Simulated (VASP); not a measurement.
# WC (Qusongite) (P-6m2) in VASP: single point with revPBE

Aim: the single point of WC (Qusongite) with revPBE.

Everything below comes from runs of VASP 6.6.1. Logs are shortened: lines on timing, memory, paths and dates and some standing lists are left out, and cuts for length are marked.

## 1. The cell of the first run

It takes space group P-6m2 (No. 187, hexagonal). The conventional cell has a = 2.907 Å, b = 2.907 Å, c = 2.837 Å, α = 90.00°, β = 90.00°, γ = 120.00°. Within 2.9 Å of W (site symmetry -6m2) lie 6 C at 2.20 Å and 2 W at 2.84 Å. C (site symmetry -6m2) has 6 W at 2.20 Å and 2 C at 2.84 Å within 2.9 Å.

## 2. Single point, revPBE, collinear spin, zero start

Input file INCAR:

```
SYSTEM = WC
PREC = Accurate
ENCUT = 520
EDIFF = 1E-6
ISMEAR = 0
SIGMA = 0.02
LREAL = .False.
LASPH = .True.
NELM = 150
ALGO = Normal
ISIF = 2
LWAVE = .False.
LCHARG = .False.
ISPIN = 2
MAGMOM = 0 0
LORBIT = 11
LMAXMIX = 4
GGA = RE
NBANDS = 20
ISYM = 0
```

Input file KPOINTS:

```
Automatic mesh
0
Gamma
  7 7 6
  0.5 0.5 0.5
```

Input file POSCAR:

```
WC
1.0
    2.9065000000      0.0000000000      0.0000000000
   -1.4532500000      2.5171028361      0.0000000000
    0.0000000000      0.0000000000      2.8366000000
W C
1 1
Direct
    0.0000000000      0.0000000000      0.0000000000
    0.6666670000      0.3333330000      0.5000000000
```

Potentials or basis: VASP PAW PBE potentials, release 64 (W_sv, C).

Started as:

```
$ cat potpaw_PBE.64/W_sv/POTCAR potpaw_PBE.64/C/POTCAR > POTCAR
$ mpirun -np 1 vasp_std > vasp.out
```

OUTCAR:

```text
SYSTEM = WC
   PREC = Accurate
   ENCUT = 520
   EDIFF = 1E-6
   ISMEAR = 0
   LREAL = .False.
   LASPH = .True.
   NELM = 150
   ISIF = 2
   ISPIN = 2
   LORBIT = 11
   GGA = RE
   ISYM = 0

 ion  position               nearest neighbor table
   1  0.000  0.000  0.000-   2 2.20   2 2.20   2 2.20   2 2.20   2 2.20   2 2.20
   2  0.667  0.333  0.500-   1 2.20   1 2.20   1 2.20   1 2.20   1 2.20   1 2.20

IMPORTANT INFORMATION: All symmetrisations will be switched off!
NOSYMM: (Re-)initialisation of all symmetry stuff for point group C_1.

----------------------------------------------------------------------------------------

                                     Primitive cell

  volume of cell :      20.7525

  direct lattice vectors                    reciprocal lattice vectors
     2.906500000  0.000000000  0.000000000     0.344056425  0.198641070  0.000000000
    -1.453250000  2.517102836  0.000000000     0.000000000  0.397282139  0.000000000
     0.000000000  0.000000000  2.836600000     0.000000000  0.000000000  0.352534725

  length of vectors
     2.906500000  2.906500000  2.836600000     0.397282139  0.397282139  0.352534725

  position of ions in fractional coordinates (direct lattice)
     0.000000000  0.000000000  0.000000000
     0.666667000  0.333333000  0.500000000

  ion indices of the primitive-cell ions
   primitive index   ion index
                 1           1
                 2           2

----------------------------------------------------------------------------------------

 KPOINTS: Automatic mesh

Automatic generation of k-mesh.
 Grid dimensions read from file:
 generate k-points for:    7    7    6

 Generating k-lattice:

  Cartesian coordinates                     Fractional coordinates (reciprocal lattice)
     0.049150918  0.028377296  0.000000000     0.142857143  0.000000000  0.000000000
     0.000000000  0.056754591  0.000000000     0.000000000  0.142857143  0.000000000
     0.000000000  0.000000000  0.058755787     0.000000000  0.000000000  0.166666667

  Length of vectors
     0.056754591  0.056754591  0.058755787

  Shift w.r.t. Gamma in fractional coordinates (k-lattice)
     0.500000000  0.500000000  0.500000000

 Subroutine IBZKPT returns following result:
 ===========================================

 Found    441 irreducible k-points:

 Following reciprocal coordinates:
            Coordinates               Weight
  0.071429  0.071429  0.083333      2.000000
 -0.071429  0.142857  0.083333      2.000000
 -0.142857  0.071429  0.083333      2.000000
 -0.071429 -0.071429  0.083333      2.000000
  0.071429 -0.142857  0.083333      2.000000
  0.142857 -0.071429  0.083333      2.000000
[... 16 lines left out ...]
  0.071429 -0.428571  0.083333      2.000000
  0.428571 -0.357143  0.083333      2.000000
 [... further k-points ...]
   k-points           NKPTS =    441   k-points in BZ     NKDIM =    441   number of bands    NBANDS=     20
   number of dos      NEDOS =    301   number of ions     NIONS =      2
   total plane-waves  NPLWV =  13824
   dimension x,y,z NGX =    24 NGY =   24 NGZ =   24
   dimension x,y,z NGXF=    48 NGYF=   48 NGZF=   48
   ions per type =               1   1
   NGX,Y,Z   is equivalent  to a cutoff of  13.73, 13.73, 14.07 a.u.
   NGXF,Y,Z  is equivalent  to a cutoff of  27.46, 27.46, 28.13 a.u.
 SYSTEM =  WC
   PREC   = accura    normal or accurate (medium, high low for compatibility)
   ISTART =      0    job   : 0-new  1-cont  2-samecut
   ICHARG =      2    charge: 1-file 2-atom 10-const
   ISPIN  =      2    spin polarized calculation?
   LNONCOLLINEAR =      F non collinear calculations
   LSORBIT =      F    spin-orbit coupling
   LASPH  =      T    aspherical Exc in radial PAW
   ENCUT  =  520.0 eV  38.22 Ry    6.18 a.u.   5.40  5.40  5.27*2*pi/ulx,y,z
   NELM   =    150;   NELMIN=  2; NELMDL= -5     # of ELM steps
   EDIFF  = 0.1E-05   stopping-criterion for ELM
   LREAL  =      F    real-space projection
   EDIFFG = 0.1E-04   stopping-criterion for IOM
   NSW    =      0    number of steps for IOM
   IBRION =     -1    ionic relax: 0-MD 1-quasi-New 2-CG
   NFREE  =      0    steps in history (QN), initial steepest desc. (CG)
   ISIF   =      2    stress and relaxation
   ISYM   =      0    0-nonsym 1-usesym 2-fastsym
   POTIM  = 0.5000    time-step for ionic-motion
   TEBEG  =    0.0;   TEEND  =   0.0 temperature during run
   PSTRESS=    0.0 pullay stress
   NELECT =      18.0000    total number of electrons
   NUPDOWN=      -1.0000    fix difference up-down
   EMIN   =  10.00;   EMAX   =-10.00  energy-range for DOS
   EFERMI =   0.00;   METHOD = LEGACY
   ISMEAR =     0;   SIGMA  =   0.02  broadening in eV -4-tet -1-fermi 0-gaus
   EFERMI_NEDOS =   21; number of points for ismear=-14 and -15
   IALGO  =     38    algorithm
   IMIX   =      4    mixing-type and parameters
     AMIX     =   0.40;   BMIX     =  1.00
     AMIX_MAG =   1.60;   BMIX_MAG =  1.00
  volume/ion in A,a.u.               =      10.38        70.02
  Fermi-wavevector in a.u.,A,eV,Ry     =   1.561262  2.950358 33.164744  2.437540
  Thomas-Fermi vector in A             =   2.664353
   LORBIT       =     11    0 simple, 1 ext, 2 COOP (PROOUT), +10 PAW based schemes
   GGA     = RE    functional components
   LHFCALC =     F    Hartree Fock is set to
   AEXX    =    0.0000 exact exchange contribution
   IVDW    =     0    specifies the selected vdW correction
   LEPSILON=     F    determine dielectric tensor
   LRPA    =     F    only Hartree local field effects (RPA)
 spin polarized calculation
 Gauss-broadening in eV      SIGMA  =   0.02
  energy-cutoff  :      520.00
  volume of cell :       20.75
 maximum number of plane-waves:       574
 NGX is ok and might be reduce to    24
   NGX = 11   NGY = 11   NGZ = 11

 number of electron      18.0000000 magnetization       0.0000005

 number of electron      18.0000000 magnetization      -0.0000001

 Free energy of the ion-electron system (eV)
  ---------------------------------------------------
  ext. energy  EPLUGINS =         0.00000000
  ---------------------------------------------------
  free energy    TOTEN  =       -21.58290850 eV

  energy without entropy =      -21.58266382  energy(sigma->0) =      -21.58278616

 E-fermi :  11.0296     XC(G=0): -13.7653

 val. band max:       11.0201101064   @ k =   0.0714   0.5000  -0.4167
 cond. band min:      11.0840943149   @ k =   0.0714  -0.1429   0.4167
 fundamental gap:      0.0639842084
 Fermi energy:        11.0296427250

 spin component 1

 k-point     1 :       0.0714    0.0714    0.0833
  band No.  band energies     occupation
      1     -62.8649      1.00000
      2     -26.8830      1.00000
      3     -26.8690      1.00000
      4     -26.7820      1.00000
      5      -2.7836      1.00000
      6       6.8228      1.00000
[... 12 lines left out ...]
     19      35.8641      0.00000
     20      37.0955      0.00000

 k-point     2 :      -0.0714    0.1429    0.0833
  band No.  band energies     occupation
      1     -62.8649      1.00000
      2     -26.8830      1.00000
      3     -26.8690      1.00000
      4     -26.7820      1.00000
      5      -2.7836      1.00000
      6       6.8228      1.00000
[... 12 lines left out ...]
     19      35.8641      0.00000
     20      37.0955      0.00000

 k-point     3 :      -0.1429    0.0714    0.0833
  band No.  band energies     occupation
      1     -62.8649      1.00000
      2     -26.8830      1.00000
      3     -26.8690      1.00000
      4     -26.7820      1.00000
      5      -2.7836      1.00000
      6       6.8228      1.00000
[... 12 lines left out ...]
     19      35.8641      0.00000
     20      37.0955      0.00000

 k-point     4 :      -0.0714   -0.0714    0.0833
  band No.  band energies     occupation
      1     -62.8649      1.00000
      2     -26.8830      1.00000
      3     -26.8690      1.00000
      4     -26.7820      1.00000
      5      -2.7836      1.00000
      6       6.8228      1.00000
[... 12 lines left out ...]
     19      35.8641      0.00000
     20      37.0955      0.00000

 k-point     5 :       0.0714   -0.1429    0.0833
  band No.  band energies     occupation
      1     -62.8649      1.00000
      2     -26.8830      1.00000
      3     -26.8690      1.00000
      4     -26.7820      1.00000
      5      -2.7836      1.00000
      6       6.8228      1.00000
[... 12 lines left out ...]
     19      35.8641      0.00000
     20      37.0955      0.00000
[... 353 lines left out ...]
      6       4.4700      1.00000
[... 12 lines left out ...]
     19      35.0657      0.00000
     20      37.8075      0.00000

 k-point    22 :      -0.3571   -0.0714    0.0833
  band No.  band energies     occupation
      1     -62.8205      1.00000
      2     -27.4688      1.00000
      3     -26.9459      1.00000
      4     -26.7905      1.00000
      5      -0.3469      1.00000
      6       4.4700      1.00000
[... 12 lines left out ...]
     19      35.0657      0.00000
     20      37.8075      0.00000

 k-point    23 :       0.0714   -0.4286    0.0833
  band No.  band energies     occupation
      1     -62.8205      1.00000
      2     -27.4688      1.00000
      3     -26.9459      1.00000
      4     -26.7905      1.00000
      5      -0.3469      1.00000
      6       4.4700      1.00000
[... 12 lines left out ...]
     19      35.0657      0.00000
     20      37.8075      0.00000

 k-point    24 :       0.4286   -0.3571    0.0833
  band No.  band energies     occupation
      1     -62.8205      1.00000
      2     -27.4688      1.00000
      3     -26.9459      1.00000
      4     -26.7905      1.00000
      5      -0.3468      1.00000
      6       4.4700      1.00000
[... 12 lines left out ...]
     19      35.0657      0.00000
     20      37.8075      0.00000

 [... further k-points ...]

 spin component 2

 k-point     1 :       0.0714    0.0714    0.0833
  band No.  band energies     occupation
      1     -62.8649      1.00000
      2     -26.8830      1.00000
      3     -26.8690      1.00000
      4     -26.7820      1.00000
      5      -2.7836      1.00000
      6       6.8228      1.00000
[... 12 lines left out ...]
     19      35.8641      0.00000
     20      37.0955      0.00000

 k-point     2 :      -0.0714    0.1429    0.0833
  band No.  band energies     occupation
      1     -62.8649      1.00000
      2     -26.8830      1.00000
      3     -26.8690      1.00000
      4     -26.7820      1.00000
      5      -2.7836      1.00000
      6       6.8228      1.00000
[... 12 lines left out ...]
     19      35.8641      0.00000
     20      37.0955      0.00000

 k-point     3 :      -0.1429    0.0714    0.0833
  band No.  band energies     occupation
      1     -62.8649      1.00000
      2     -26.8830      1.00000
      3     -26.8690      1.00000
      4     -26.7820      1.00000
      5      -2.7836      1.00000
      6       6.8228      1.00000
[... 12 lines left out ...]
     19      35.8641      0.00000
     20      37.0955      0.00000

 k-point     4 :      -0.0714   -0.0714    0.0833
  band No.  band energies     occupation
      1     -62.8649      1.00000
      2     -26.8830      1.00000
      3     -26.8690      1.00000
      4     -26.7820      1.00000
      5      -2.7836      1.00000
      6       6.8228      1.00000
[... 12 lines left out ...]
     19      35.8641      0.00000
     20      37.0955      0.00000

 k-point     5 :       0.0714   -0.1429    0.0833
  band No.  band energies     occupation
      1     -62.8649      1.00000
      2     -26.8830      1.00000
      3     -26.8690      1.00000
      4     -26.7820      1.00000
      5      -2.7836      1.00000
      6       6.8228      1.00000
[... 12 lines left out ...]
     19      35.8641      0.00000
     20      37.0955      0.00000
[... 353 lines left out ...]
      6       4.4700      1.00000
[... 12 lines left out ...]
     19      35.0656      0.00000
     20      37.8075      0.00000

 k-point    22 :      -0.3571   -0.0714    0.0833
  band No.  band energies     occupation
      1     -62.8205      1.00000
      2     -27.4688      1.00000
      3     -26.9459      1.00000
      4     -26.7905      1.00000
      5      -0.3469      1.00000
      6       4.4700      1.00000
[... 12 lines left out ...]
     19      35.0657      0.00000
     20      37.8075      0.00000

 k-point    23 :       0.0714   -0.4286    0.0833
  band No.  band energies     occupation
      1     -62.8205      1.00000
      2     -27.4688      1.00000
      3     -26.9459      1.00000
      4     -26.7905      1.00000
      5      -0.3469      1.00000
      6       4.4700      1.00000
[... 12 lines left out ...]
     19      35.0657      0.00000
     20      37.8075      0.00000

 k-point    24 :       0.4286   -0.3571    0.0833
  band No.  band energies     occupation
      1     -62.8205      1.00000
      2     -27.4688      1.00000
      3     -26.9459      1.00000
      4     -26.7905      1.00000
      5      -0.3468      1.00000
      6       4.4700      1.00000
[... 12 lines left out ...]
     19      35.0656      0.00000
     20      37.8075      0.00000

 [... further k-points ...]
[... 5 lines left out ...]
  --------------------------------------------------------------------------------------
  -------------------------------------------------------------------------------------
  Total        1.1938178      1.1937919      1.3612707     -0.0000232     -0.0000003      0.0000002
  in kB       92.1678027     92.1658071    105.0958815     -0.0017881     -0.0000212      0.0000175
  external PRESSURE =      96.4764971 kB  Pullay stress =       0.0000000 kB

 VOLUME and BASIS-vectors are now :
 -----------------------------------------------------------------------------
  energy-cutoff  :      520.00
  volume of cell :       20.75
      direct lattice vectors                 reciprocal lattice vectors
     2.906500000  0.000000000  0.000000000     0.344056425  0.198641070  0.000000000
    -1.453250000  2.517102836  0.000000000     0.000000000  0.397282139  0.000000000
     0.000000000  0.000000000  2.836600000     0.000000000  0.000000000  0.352534725

 POSITION                                       TOTAL-FORCE (eV/Angst)
 -----------------------------------------------------------------------------------
      0.00000      0.00000      0.00000         0.000016     -0.000009      0.000000
      1.45325      0.83903      1.41830        -0.000016      0.000009     -0.000000
 -----------------------------------------------------------------------------------
    total drift:                                0.000000     -0.000000      0.000000

  FREE ENERGIE OF THE ION-ELECTRON SYSTEM (eV)
  ---------------------------------------------------
  free  energy   TOTEN  =       -21.5829085009 eV

  energy  without entropy=      -21.5826638194  energy(sigma->0) =      -21.58278616

 total charge

# of ion       s       p       d       tot
------------------------------------------
    1        2.348   6.423   3.402  12.173
    2        0.860   1.573   0.000   2.433
--------------------------------------------------
tot          3.208   7.996   3.402  14.606

 magnetization (x)

# of ion       s       p       d       tot
------------------------------------------
    1       -0.000  -0.000   0.000  -0.000
    2       -0.000  -0.000   0.000  -0.000
--------------------------------------------------
tot         -0.000  -0.000   0.000  -0.000
```

It took 2.4 min on 1 thread of Intel Xeon 6975P-C, shared host; peak memory 0.37 GiB.

What came out:

| Quantity | Value |
| --- | --- |
| Free energy | -21.5829 eV |
| Pressure | 9.6 GPa |
| Band gap on the k mesh | zero (filled and empty bands overlap) |
| Net moment | 0.00 μB per cell |
| Valence electrons inside the program's atomic spheres | W 12.17; C 2.43 |

Caveat: the k points lie up to 0.37 Å⁻¹ apart; the PAW data sets were made with another functional, which shifts forces and pressure a little; spin-orbit coupling is left out, which moves the levels of the heavy elements.
